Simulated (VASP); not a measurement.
Ir:

```
CELL_PARAMETERS angstrom
0.00000 1.91560 1.91560
1.91560 0.00000 1.91560
1.91560 1.91560 0.00000
ATOMIC_POSITIONS crystal
Ir 0.00000 0.00000 0.00000
```

- Program: VASP 6.6.1
- Task: relaxation of cell and atoms
- Functional: LDA
- Potentials or basis: VASP PAW LDA potentials, release 64 (Ir)
- Cutoff: 500 eV
- k mesh: 9 × 9 × 9
- Occupations: fermi-dirac, width 0.05 eV
- Spin: no spin polarisation

At the start: pressure -4.3 GPa; volume 14.06 Å³/atom.

Q: How do energy, volume and symmetry change on relaxing?

A: Over 3 steps the energy falls by 2.1 meV/atom and the volume is 13.91 Å³/atom (-1.1 %); space group Fm-3m (No. 225, to 0.05 Å).

The path:
```
step  energy change (eV)  largest force (eV/Å)  pressure (GPa)  volume (Å³)
   1              0.0000                0.0000           -4.32        14.06
   2              0.0344                0.0000           20.21        13.30
   3             -0.0021                0.0000           -0.09        13.91
```

Final structure:
```
Ir
1.0
     0.00000    1.90879    1.90879
     1.90879    0.00000    1.90879
     1.90879    1.90879    0.00000
Ir
1
Direct
  0.00000 0.00000 0.00000
```
